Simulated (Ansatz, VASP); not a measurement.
# One calculation of HfIn4SiO6, two programs

```
Hf In Si O
1.0
     5.69867    0.00381    0.01559
    -0.70506    6.10815   -0.00575
    -2.73718   -1.39557    6.63076
Hf In Si O
1 4 1 6
Cartesian
  0.2972 -0.0900 0.8831
  -0.4860 5.0863 4.8335
  2.9601 -0.6377 3.2997
  -0.4663 2.2403 3.5350
  2.4974 2.6606 1.3677
  2.2933 1.4988 5.6832
  0.7088 1.2617 5.2639
  3.2588 1.4387 4.3619
  5.4139 1.6003 0.0368
  2.4594 2.8937 6.5395
  -0.6297 -0.1526 2.6118
  2.1007 0.3624 1.4524
```

Alike in both runs: task electron localisation function; functional PBE; k mesh 5 × 5 × 4; occupations fermi-dirac, width 0.05 eV; no spin polarisation.

|  | VASP | Ansatz |
| --- | --- | --- |
| version | VASP 6.6.1 | Ansatz 0.2.0 |
| potentials or method | VASP PAW PBE potentials, release 64 (Hf_pv, In_d, Si, O) | Ansatz PAW |
| plane-wave cutoff (eV) | 520 | 420 |
| valence electrons in the cell | 102 | 118 |

```tsv
	VASP	Ansatz	Ansatz less VASP
gap on the k mesh at the Fermi level (eV)	0.88	0.89	+0.012
least direct gap on the mesh (eV)	1.16	1.17	+0.008
pressure (GPa)	-0.2	0.0	+0.22
traceless stress, the component that is largest in VASP (GPa)	-0.05	0.00	+0.057
rms of the force components (eV/Å)	0.051	0.002	-0.0485
```

Atom by atom the forces differ by 0.051 eV/Å (rms over components). VASP's potentials hold 102 valence electrons a cell and Ansatz's 118, so a difference there can come from the potentials and not from the codes.

Neither program's run includes spin-orbit coupling. Noted on Ansatz's run: odd divisions of the mesh miss points on the zone boundary, where band edges often lie, so the gap on the mesh can be too wide.
